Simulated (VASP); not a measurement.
# Mg3MoBr2 (P4/mmm) in VASP: notebook, part 2 of 2

VASP 6.6.1. Earlier steps stand in the parts before.

**3. Single point, PBE, collinear spin**

This run uses another cell than the first one, of 28.57 Å³/atom.

Contents of INCAR:

```
PREC = Accurate ; ENCUT = 520
EDIFF = 1E-6 ; ISMEAR = 0
SIGMA = 0.1 ; LREAL = F
LASPH = T ; NELM = 150
ALGO = Normal ; ISIF = 2
LWAVE = F ; LCHARG = F
ISPIN = 2 ; MAGMOM = 0 0 0 1 0 0
LORBIT = 11 ; LMAXMIX = 4
GGA = PE ; NBANDS = 30
```

Contents of KPOINTS:

```
Automatic mesh
0
Gamma
  4 4 2
```

Contents of POSCAR:

```
Mg3MoBr2
1.0
    3.8075662352      0.0000000000      0.0000000000
    0.0000000000      3.8075662352      0.0000000000
    0.0000000000      0.0000000000     11.8242158928
Mg Mo Br
3 1 2
Direct
    0.5000000000      0.5000000000      0.7453282714
    0.5000000000      0.5000000000      0.2546717286
    0.0000000000      0.0000000000      0.0000000000
    0.5000000000      0.5000000000      0.5000000000
    0.0000000000      0.0000000000      0.5000000000
    0.5000000000      0.5000000000      0.0000000000
```

Potentials or basis: VASP PAW PBE potentials, release 64 (Mg, Mo_sv, Br).

Run with:

```sh
$ cat potpaw_PBE.64/Mg/POTCAR potpaw_PBE.64/Mo_sv/POTCAR potpaw_PBE.64/Br/POTCAR > POTCAR
$ mpirun -np 1 vasp_std > vasp.out
```

OUTCAR:

```text
PREC = Accurate
   ENCUT = 520
   EDIFF = 1E-6
   ISMEAR = 0
   LREAL = F
   LASPH = T
   NELM = 150
   ISIF = 2
   ISPIN = 2
   LORBIT = 11
   GGA = PE

 ion  position               nearest neighbor table
   1  0.500  0.500  0.745-   4 2.90   6 3.01
   2  0.500  0.500  0.255-   4 2.90   6 3.01
   3  0.000  0.000  0.000-   6 2.69   6 2.69   6 2.69   6 2.69
   4  0.500  0.500  0.500-   5 2.69   5 2.69   5 2.69   5 2.69   1 2.90   2 2.90
   5  0.000  0.000  0.500-   4 2.69   4 2.69   4 2.69   4 2.69
   6  0.500  0.500  0.000-   3 2.69   3 2.69   3 2.69   3 2.69   1 3.01   2 3.01

  LATTYP: Found a simple tetragonal cell.
 ALAT       =     3.8075662352
 C/A-ratio  =     3.1054524498

  Lattice vectors:

 A1 = (   3.8075662352,   0.0000000000,   0.0000000000)
 A2 = (   0.0000000000,   3.8075662352,   0.0000000000)
 A3 = (   0.0000000000,   0.0000000000,  11.8242158928)

Analysis of symmetry for initial positions (statically):
[... 968 lines left out ...]
  -------------------------------------------------------------------------------------
  Total       -0.0349485     -0.0349485      0.0295350      0.0000000     -0.0000000      0.0000000
  in kB       -0.3266415     -0.3266415      0.2760448      0.0000000     -0.0000000      0.0000000
  external PRESSURE =      -0.1257461 kB  Pullay stress =       0.0000000 kB

 VOLUME and BASIS-vectors are now :
 -----------------------------------------------------------------------------
  energy-cutoff  :      520.00
  volume of cell :      171.42
      direct lattice vectors                 reciprocal lattice vectors
     3.807566235  0.000000000  0.000000000     0.262634958  0.000000000  0.000000000
     0.000000000  3.807566235  0.000000000     0.000000000  0.262634958  0.000000000
     0.000000000  0.000000000 11.824215893     0.000000000  0.000000000  0.084572204

 POSITION                                       TOTAL-FORCE (eV/Angst)
 -----------------------------------------------------------------------------------
      1.90378      1.90378      8.81292        -0.000000      0.000000      0.002044
      1.90378      1.90378      3.01129         0.000000      0.000000     -0.002044
      0.00000      0.00000      0.00000        -0.000000     -0.000000      0.000000
      1.90378      1.90378      5.91211        -0.000000     -0.000000      0.000000
      0.00000      0.00000      5.91211        -0.000000     -0.000000      0.000000
      1.90378      1.90378      0.00000        -0.000000     -0.000000      0.000000
 -----------------------------------------------------------------------------------
    total drift:                                0.000000      0.000000      0.000000

  FREE ENERGIE OF THE ION-ELECTRON SYSTEM (eV)
  ---------------------------------------------------
  free  energy   TOTEN  =       -15.7419125324 eV

  energy  without entropy=      -15.7217075237  energy(sigma->0) =      -15.73181003

 total charge

# of ion       s       p       d       tot
------------------------------------------
    1        0.245   0.064   0.007   0.315
    2        0.245   0.064   0.007   0.315
    3        0.205   0.095   0.020   0.320
    4        2.211   6.039   4.014  12.265
    5        1.611   3.188   0.070   4.870
    6        1.630   3.247   0.042   4.919
--------------------------------------------------
tot          6.147  12.697   4.160  23.004

 magnetization (x)

# of ion       s       p       d       tot
------------------------------------------
    1       -0.006   0.005   0.002   0.001
    2       -0.006   0.005   0.002   0.001
    3        0.015   0.008   0.001   0.024
    4        0.050   0.018   2.478   2.546
    5        0.011   0.015   0.020   0.046
    6        0.002   0.024   0.006   0.031
--------------------------------------------------
tot          0.066   0.076   2.508   2.650
```

stdout:

```text
POSCAR found type information on POSCAR MgMoBr
 POSCAR found :  3 types and       6 ions
 scaLAPACK will be used
 LDA part: xc-table for (Slater+PW92), standard interpolation
 POSCAR, INCAR and KPOINTS ok, starting setup
 FFT: planning ... GRIDC
 FFT: planning ... GRID_SOFT
 FFT: planning ... GRID
 WAVECAR not read
 entering main loop
```

Run time: 80 s. Hardware: 1 thread of Intel Xeon 6975P-C (Granite Rapids), shared host; peak memory 0.35 GiB.

Results:

```yaml
Free_energy: -15.7419 eV
Pressure: 0.0 GPa
Net_moment: 3.37 μB per cell
Site_moments: Mg +0.00, +0.02 (each value once); Mo +2.55; Br +0.05, +0.03 μB
Valence_electrons_inside_the_program's_atomic_spheres: Mg 0.32; Mo 12.27; Br 4.87, 4.92
```

Forces on the atoms (eV/Å):
```
Mg   0.000  0.000  0.002
Mg   0.000  0.000 -0.002
Mg   0.000  0.000  0.000
Mo   0.000  0.000  0.000
Br   0.000  0.000  0.000
Br   0.000  0.000  0.000
```

Caveat: the k points lie up to 0.41 Å⁻¹ apart.

**4. Relaxation of cell and atoms, PBE, collinear spin**

Contents of INCAR:

```
SYSTEM = Mg3MoBr2
PREC     = Accurate       ! precision mode
ENCUT    = 600            ! plane-wave cutoff, eV
EDIFF    = 1E-6           ! SCF threshold, eV
ISMEAR   = 0              ! smearing method
SIGMA    = 0.1            ! smearing width, eV
LREAL    = .False.        ! projectors in reciprocal space
LASPH    = .True.         ! aspherical terms in the spheres
NELM     = 150            ! most SCF steps
ALGO     = Normal         ! electronic algorithm
ISIF     = 3              ! what is computed and relaxed
LWAVE    = .False.        ! write WAVECAR
LCHARG   = .False.        ! write CHGCAR
ISPIN    = 2              ! spin polarisation
MAGMOM   = 0 0 0 1 0 0    ! initial moments
LORBIT   = 11             ! projections on sites
LMAXMIX  = 4              ! l up to which the mixer works
GGA      = PE             ! functional
IBRION   = 2              ! ionic algorithm
NSW      = 90             ! ionic steps
EDIFFG   = -0.04          ! ionic threshold
```

Contents of KPOINTS:

```
regular mesh
0
Gamma
  4 4 2
  0 0 0
```

Contents of POSCAR:

```
Mg3MoBr2
1.0
    4.2384512700      0.0000000000      0.0000000000
    0.0000000000      4.2384512700      0.0000000000
    0.0000000000      0.0000000000      7.6137017500
Mg Mo Br
3 1 2
Direct
    0.5000000000      0.5000000000      0.7514074900
    0.5000000000      0.5000000000      0.2485925100
    0.0000000000      0.0000000000      0.0000000000
    0.5000000000      0.5000000000      0.5000000000
    0.0000000000      0.0000000000      0.5000000000
    0.5000000000      0.5000000000      0.0000000000
```

Run with:

```sh
$ cat potpaw_PBE.64/Mg/POTCAR potpaw_PBE.64/Mo_sv/POTCAR potpaw_PBE.64/Br/POTCAR > POTCAR
$ mpirun -np 1 vasp_std > vasp.out
```

It took 26 min on 1 thread of Intel Xeon 6975P-C (Granite Rapids), shared host; peak memory 0.42 GiB.

It converged, with:

```yaml
Free_energy: -15.7158 eV
Relaxed_volume: 28.49 Å³/atom
Relaxed_cell: a = 3.805 Å, b = 3.805 Å, c = 11.810 Å, α = 90.00°, β = 90.00°, γ = 90.00°
Space_group_after_relaxing_to_0.1_Å: P4/mmm (No. 123)
Energy_gained_by_relaxing: 2255.3 meV/atom
Ionic_steps: 13
Pressure_after_relaxing: 0.0 GPa
Largest_force_after_relaxing: 0.013 eV/Å
Net_moment: -3.36 μB per cell
Site_moments: Mg -0.00, -0.02 (each value once); Mo -2.54; Br -0.05, -0.03 μB
Valence_electrons_inside_the_program's_atomic_spheres: Mg 0.32; Mo 12.26; Br 4.87, 4.92
```

Forces on the atoms (eV/Å):
```
Mg   0.000  0.000 -0.013
Mg   0.000  0.000  0.013
Mg   0.000  0.000  0.000
Mo   0.000  0.000  0.000
Br   0.000  0.000  0.000
Br   0.000  0.000  0.000
```

Stress tensor (GPa, compression positive):
```
 0.02  0.00  0.00
 0.00  0.02  0.00
 0.00  0.00 -0.11
```

Step by step:
| step | energy change (eV) | largest force (eV/Å) | pressure (GPa) | volume (Å³) |
| --- | --- | --- | --- | --- |
| 1 | 0.0000 | 0.3155 | 37.81 | 136.78 |
| 2 | -12.5306 | 0.3098 | -3.31 | 242.42 |
| 3 | -12.8430 | 0.3936 | 0.05 | 190.96 |
| 4 | -13.0336 | 0.1650 | -2.20 | 216.00 |
| 5 | -13.0735 | 0.0612 | -1.82 | 209.86 |
| 6 | -13.0772 | 0.0074 | -1.64 | 207.23 |
| 7 | -13.2252 | 0.0264 | -1.68 | 197.68 |
| 8 | -13.5247 | 0.1060 | -0.04 | 170.31 |
| 9 | -13.5244 | 0.1147 | 0.29 | 168.28 |
| 10 | -13.5252 | 0.1099 | 0.11 | 169.38 |
| 11 | -13.5278 | 0.0966 | 0.05 | 169.92 |
| 12 | -13.5302 | 0.0682 | -0.09 | 171.29 |
| 13 | -13.5318 | 0.0128 | -0.02 | 170.96 |

Final structure:
```
Mg Mo Br
1.0
     3.80469    0.00000    0.00000
     0.00000    3.80469    0.00000
     0.00000    0.00000   11.81010
Mg Mo Br
3 1 2
Direct
  0.50000 0.50000 0.74580
  0.50000 0.50000 0.25420
  0.00000 0.00000 0.00000
  0.50000 0.50000 0.50000
  0.00000 0.00000 0.50000
  0.50000 0.50000 0.00000
```

Levels at points of the mesh, in eV from the Fermi level:
Spin up:
```
           k point  band 14  band 15  band 16  band 17  band 18  band 19
(0.00, 0.00, 0.00)    -1.56    -1.48    -1.42    -0.06     0.53     0.98
(0.50, 0.00, 0.00)    -0.87    -0.57    -0.02     0.49     1.26     1.38
(0.50, 0.50, 0.00)    -0.83    -0.52    -0.52     1.41     1.43     1.44
(0.00, 0.00, 0.50)    -2.83    -1.42    -0.57    -0.06     0.35     0.98
(0.50, 0.00, 0.50)    -1.40    -0.79     0.40     1.26     1.35     1.45
(0.50, 0.50, 0.50)    -0.74    -0.49    -0.49     0.89     1.17     1.17
```
Spin down:
```tsv
k point	band 16	band 17	band 18	band 19	band 20	band 21	band 22
(0.00, 0.00, 0.00)	-1.65	-1.47	-1.15	-1.15	-0.25	0.56	2.13
(0.50, 0.00, 0.00)	-0.79	-0.61	-0.27	-0.18	-0.02	2.20	2.47
(0.50, 0.50, 0.00)	-1.26	-0.25	-0.04	0.34	1.20	1.21	1.21
(0.00, 0.00, 0.50)	-1.47	-1.15	-1.15	-0.66	-0.54	0.41	2.27
(0.50, 0.00, 0.50)	-0.97	-0.60	-0.31	0.31	1.18	1.21	1.88
(0.50, 0.50, 0.50)	-1.26	-0.25	-0.04	0.38	0.73	1.05	1.05
```

Caveat: the k points lie up to 0.41 Å⁻¹ apart in the final cell; the volume moved by over 15 % at a fixed basis, so the end points are rough.

**5. The runs side by side**

| task | cell | cutoff (eV) | gap on the mesh (eV) | pressure (GPa) | moment (μB) | largest force (eV/Å) |
| --- | --- | --- | --- | --- | --- | --- |
| single point | a = 4.238, b = 4.238, c = 7.614 Å, 6 atoms, atomic positions A | 520 | none | 38.2 | 1.20 | 0.33 |
| single point | a = 3.808, b = 3.808, c = 11.824 Å, 6 atoms, atomic positions B | 520 | none | 0.0 | 3.37 | - |
| relaxation of cell and atoms | relaxed from a = 4.238, b = 4.238, c = 7.614 Å, 6 atoms, atomic positions A | 600 | none | 0.0 | 3.36 | 0.01 |

Alike in all rows: level PBE; potentials or basis VASP PAW PBE potentials, release 64 (Mg, Mo_sv, Br); spin collinear; k mesh 4 × 4 × 2; smearing gaussian 0.1 eV.

Caveats: all runs use coarse meshes; atoms lie so close that the PAW spheres overlap strongly, which falsifies energies and pressures (at least some runs); the volume moved by over 15 % at a fixed basis, so the end points are rough (at least some runs).

Total energies depend on the potentials used, so only differences within one code and one set of settings carry meaning.
